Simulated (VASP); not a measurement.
Input of a VASP 6.6.1 run:

INCAR

```
SYSTEM = Ti3Al5
PREC = Accurate ; ENCUT = 520
EDIFF = 1E-6 ; ISMEAR = 0
SIGMA = 0.1 ; LREAL = .False.
LASPH = .True. ; NELM = 100
ALGO = Fast ; ISIF = 2
LWAVE = .False. ; LCHARG = .False.
GGA = PS ; NBANDS = 36
```

Contents of KPOINTS:

```
regular mesh
0
Gamma
  10 10 6
  0 0 0
```

Contents of POSCAR:

```
Ti3Al5
1.0
    3.9579730520      0.0000000000      0.0000000000
    0.0000000000      4.0852951039      0.0000000000
    0.0000000000      0.0000000000      8.2078773853
Ti Al
3 5
Direct
    0.0000000000      0.5000000000      0.2651321047
    0.0000000000      0.5000000000      0.7348678953
    0.5000000000      0.5000000000      0.0000000000
    0.0000000000      0.0000000000      0.0000000000
    0.0000000000      0.0000000000      0.5000000000
    0.5000000000      0.5000000000      0.5000000000
    0.5000000000      0.0000000000      0.2400068488
    0.5000000000      0.0000000000      0.7599931512
```

Potentials or basis: VASP PAW PBE potentials, release 64 (Ti_sv, Al).

Command:

```console
$ cat potpaw_PBE.64/Ti_sv/POTCAR potpaw_PBE.64/Al/POTCAR > POTCAR
$ mpirun -np 1 vasp_std > vasp.out
```

Problem. Predict the largest force.

Solution. 0.006 eV/Å.

Problem. Estimate the band gap on the k mesh.

Solution. Zero (an odd number of electrons rules out a gap without spin polarisation).

Problem. Estimate the pressure.

Solution. -5.9 GPa.

Forces in eV/Å, atoms in the order of the input:
```
Ti   0.000  0.000 -0.006
Ti   0.000  0.000  0.006
Ti   0.000  0.000  0.000
Al   0.000  0.000  0.000
Al   0.000  0.000  0.000
Al   0.000  0.000  0.000
Al   0.000  0.000  0.004
Al   0.000  0.000 -0.004
```

Caveat: the cell stands under tension; the PAW data sets were made with another functional, which shifts forces and pressure a little.
